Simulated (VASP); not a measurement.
# As (Im-3m) in VASP: notebook, part 3 of 3

VASP 6.6.1.

## Step 5: Single point, PBE (volume scaled by 0.45)

The input, INCAR:

```
PREC = Accurate
ENCUT = 520
EDIFF = 1E-6
ISMEAR = -1
SIGMA = 0.05
LREAL = F
LASPH = T
NELM = 60
ALGO = Normal
ISIF = 2
LWAVE = F
LCHARG = T
GGA = PE
LELF = T
LVHAR = T
NBANDS = 8
```

The input, KPOINTS:

```
Automatic mesh
0
Gamma
  16 16 16
```

The input, POSCAR:

```
As
1.0
   -1.2904510015      1.2904510015      1.2904510015
    1.2904510015     -1.2904510015      1.2904510015
    1.2904510015      1.2904510015     -1.2904510015
As
1
Direct
    0.0000000000      0.0000000000      0.0000000000
```

Potentials or basis: VASP PAW PBE potentials, release 64 (As).

The run is started by

```
$ cat potpaw_PBE.64/As/POTCAR > POTCAR
$ mpirun -np 1 vasp_std > vasp.out
```

OUTCAR:

```text
PREC = Accurate
   ENCUT = 520
   EDIFF = 1E-6
   ISMEAR = -1
   LREAL = F
   LASPH = T
   NELM = 60
   ISIF = 2
   GGA = PE

 ion  position               nearest neighbor table
   1  0.000  0.000  0.000-

  LATTYP: Found a body centered cubic cell.
 ALAT       =     2.5809020030

  Lattice vectors:

 A1 = (  -1.2904510015,   1.2904510015,   1.2904510015)
 A2 = (   1.2904510015,  -1.2904510015,   1.2904510015)
 A3 = (   1.2904510015,   1.2904510015,  -1.2904510015)

Analysis of symmetry for initial positions (statically):
=====================================================================
 Subroutine PRICEL returns:
 Original cell was already a primitive cell.

 Routine SETGRP: Setting up the symmetry group for a
 body centered cubic supercell.

 Subroutine GETGRP returns: Found 48 space group operations
 (whereof 48 operations were pure point group operations)
 out of a pool of 48 trial point group operations.

The static configuration has the point symmetry O_h .

Analysis of symmetry for dynamics (positions and initial velocities):
=====================================================================
 Subroutine PRICEL returns:
 Original cell was already a primitive cell.

 Routine SETGRP: Setting up the symmetry group for a
 body centered cubic supercell.

 Subroutine GETGRP returns: Found 48 space group operations
 (whereof 48 operations were pure point group operations)
 out of a pool of 48 trial point group operations.

The dynamic configuration has the point symmetry O_h .

 Subroutine INISYM returns: Found 48 space group operations
 (whereof 48 operations are pure point group operations),
 and found     1 'primitive' translations

----------------------------------------------------------------------------------------

                                     Primitive cell

  volume of cell :       8.5958

  direct lattice vectors                    reciprocal lattice vectors
    -1.290451001  1.290451001  1.290451001     0.000000000  0.387461437  0.387461437
[... 101 lines left out ...]
   IALGO  =     38    algorithm
   IMIX   =      4    mixing-type and parameters
     AMIX     =   0.40;   BMIX     =  1.00
     AMIX_MAG =   1.60;   BMIX_MAG =  1.00
  volume/ion in A,a.u.               =       8.60        58.01
  Fermi-wavevector in a.u.,A,eV,Ry     =   1.366585  2.582471 25.409622  1.867555
  Thomas-Fermi vector in A             =   2.492713
   LORBIT       =      0    0 simple, 1 ext, 2 COOP (PROOUT), +10 PAW based schemes
   GGA     = PE    functional components
   LHFCALC =     F    Hartree Fock is set to
   AEXX    =    0.0000 exact exchange contribution
   IVDW    =     0    specifies the selected vdW correction
   LEPSILON=     F    determine dielectric tensor
   LRPA    =     F    only Hartree local field effects (RPA)
 non-spin polarized calculation
  energy-cutoff  :      520.00
  volume of cell :        8.60
 maximum number of plane-waves:       240
 NGX is ok and might be reduce to    18
   NGX =  9   NGY =  9   NGZ =  9

 number of electron       5.0000000 magnetization

 Free energy of the ion-electron system (eV)
  ---------------------------------------------------
  ext. energy  EPLUGINS =         0.00000000
  ---------------------------------------------------
  free energy    TOTEN  =         1.71955319 eV

  energy without entropy =        1.72095983  energy(sigma->0) =        1.72025651

 E-fermi :  19.6062     XC(G=0): -14.5962

 val. band max:       19.5355152407   @ k =  -0.4375   0.4375   0.1875
 cond. band min:      19.6367616407   @ k =   0.1875   0.1250   0.1250
 fundamental gap:      0.1012464000
 Fermi energy:        19.6062201477

 k-point     1 :       0.0000    0.0000    0.0000
  band No.  band energies     occupation
      1      -6.4069      2.00000
      2      35.7728      0.00000
      3      35.7728      0.00000
      4      35.7728      0.00000
      5      37.3870      0.00000
      6      37.3870      0.00000
      7      37.3870      0.00000
      8      39.0507      0.00000
[... 243 lines left out ...]
 k-point    24 :       0.2500    0.1875    0.0000
  band No.  band energies     occupation
      1       0.3778      2.00000
      2      14.9548      2.00000
      3      17.7212      2.00000
      4      25.6577      0.00000
      5      34.8088      0.00000
      6      37.1956      0.00000
      7      42.4947      0.00000
      8      46.8130      0.00000

 [... further k-points ...]
[... 5 lines left out ...]
  --------------------------------------------------------------------------------------
  -------------------------------------------------------------------------------------
  Total       20.3080022     20.3080022     20.3080022      0.0000000      0.0000000     -0.0000000
  in kB     3785.2383970   3785.2383970   3785.2383970      0.0000000      0.0000000     -0.0000000
  external PRESSURE =    3785.2383970 kB  Pullay stress =       0.0000000 kB

 VOLUME and BASIS-vectors are now :
 -----------------------------------------------------------------------------
  energy-cutoff  :      520.00
  volume of cell :        8.60
      direct lattice vectors                 reciprocal lattice vectors
    -1.290451001  1.290451001  1.290451001     0.000000000  0.387461437  0.387461437
     1.290451001 -1.290451001  1.290451001     0.387461437  0.000000000  0.387461437
     1.290451001  1.290451001 -1.290451001     0.387461437  0.387461437  0.000000000

 POSITION                                       TOTAL-FORCE (eV/Angst)
 -----------------------------------------------------------------------------------
      0.00000      0.00000      0.00000        -0.000000      0.000000     -0.000000
 -----------------------------------------------------------------------------------
    total drift:                                0.000000     -0.000000     -0.000000

  FREE ENERGIE OF THE ION-ELECTRON SYSTEM (eV)
  ---------------------------------------------------
  free  energy   TOTEN  =         1.7195531925 eV

  energy  without entropy=        1.7209598254  energy(sigma->0) =        1.72025651
```

OSZICAR:

```text
N       E                     dE             d eps       ncg     rms          rms(c)
DAV:   1     0.799801359631E+01    0.79980E+01   -0.26504E+03  2392   0.516E+02
DAV:   2     0.155891174003E+01   -0.64391E+01   -0.62013E+01  3272   0.565E+01
DAV:   3     0.154037933565E+01   -0.18532E-01   -0.18529E-01  2608   0.347E+00
DAV:   4     0.154037783999E+01   -0.14957E-05   -0.14965E-05  3616   0.354E-02
DAV:   5     0.154037784019E+01    0.20526E-09   -0.36032E-10  2632   0.961E-05    0.843E+00
DAV:   6     0.165534485594E+01    0.11497E+00   -0.62535E-03  3040   0.668E-01    0.509E+00
DAV:   7     0.171937701837E+01    0.64032E-01   -0.13063E-02  3152   0.991E-01    0.112E-01
DAV:   8     0.171955262495E+01    0.17561E-03   -0.19973E-04  2864   0.966E-02    0.251E-02
DAV:   9     0.171955319246E+01    0.56752E-06   -0.38794E-06  3152   0.130E-02
   1 F= 0.17195532E+01 E0= 0.17202565E+01  d E =-.140663E-02
```

stdout:

```text
POSCAR found type information on POSCAR As
 POSCAR found :  1 types and       1 ions
 scaLAPACK will be used
 LDA part: xc-table for (Slater+PW92), standard interpolation
 POSCAR, INCAR and KPOINTS ok, starting setup
 FFT: planning ... GRIDC
 FFT: planning ... GRID_SOFT
 FFT: planning ... GRID
 WAVECAR not read
 entering main loop
```

It took 7.3 s on 1 thread of Intel Xeon Platinum 8375C at 2.90GHz (Ice Lake), shared host; peak memory 0.12 GiB.

Results:

```yaml
Free_energy: 1.7196 eV
Pressure: 378.5 GPa
```

## Step 6: Single point, PBE (volume scaled by 0.55)

The input, INCAR:

```
ALGO = Normal ; EDIFF = 1E-6
ENCUT = 520 ; GGA = PE
ISIF = 2 ; ISMEAR = -1
LASPH = True ; LCHARG = True
LELF = True ; LREAL = False
LVHAR = True ; LWAVE = False
NBANDS = 8 ; NELM = 100
PREC = Accurate ; SIGMA = 0.05
```

The input, KPOINTS:

```
k-points
0
Gamma
  16 16 16
```

The input, POSCAR:

```
As
1.0
   -1.3797219628      1.3797219628      1.3797219628
    1.3797219628     -1.3797219628      1.3797219628
    1.3797219628      1.3797219628     -1.3797219628
As
1
Direct
    0.0000000000      0.0000000000      0.0000000000
```

Potentials or basis: VASP PAW PBE potentials, release 64 (As).

The run is started by

```
$ cat potpaw_PBE.64/As/POTCAR > POTCAR
$ mpirun -np 1 vasp_std > vasp.out
```

Run time: 7.3 s. Hardware: 1 thread of Intel Xeon Platinum 8375C at 2.90GHz (Ice Lake), shared host; peak memory 0.12 GiB.

It converged, with:

```
Free energy : -1.4340 eV
Pressure    : 178.9 GPa
```

Levels at points of the mesh, in eV from the Fermi level:
| k point | band 1 | band 2 | band 3 | band 4 | band 5 | band 6 |
| --- | --- | --- | --- | --- | --- | --- |
| (0.00, 0.00, 0.00) | -22.49 | 12.68 | 12.68 | 12.68 | 16.30 | 16.30 |
| (0.50, 0.00, 0.00) | -12.55 | -12.15 | 3.93 | 6.98 | 9.03 | 10.99 |
| (0.50, 0.50, 0.50) | -4.25 | -4.25 | -4.25 | -2.24 | 1.32 | 1.32 |

## Step 7: Summary

```tsv
cell	gap on the mesh (eV)	pressure (GPa)
a = 2.149 Å, angles 109.5°, 1 atom	none	571.6
a = 2.235 Å, angles 109.5°, 1 atom	none	378.5
a = 2.390 Å, angles 109.5°, 1 atom	none	178.9
```

Alike in all rows: task single point; level PBE; potentials or basis VASP PAW PBE potentials, release 64 (As); no spin polarisation; k mesh 16 × 16 × 16; cutoff (eV) 520; smearing fermi-dirac 0.05 eV.

Absolute energies hang on the potentials; compare differences alone.
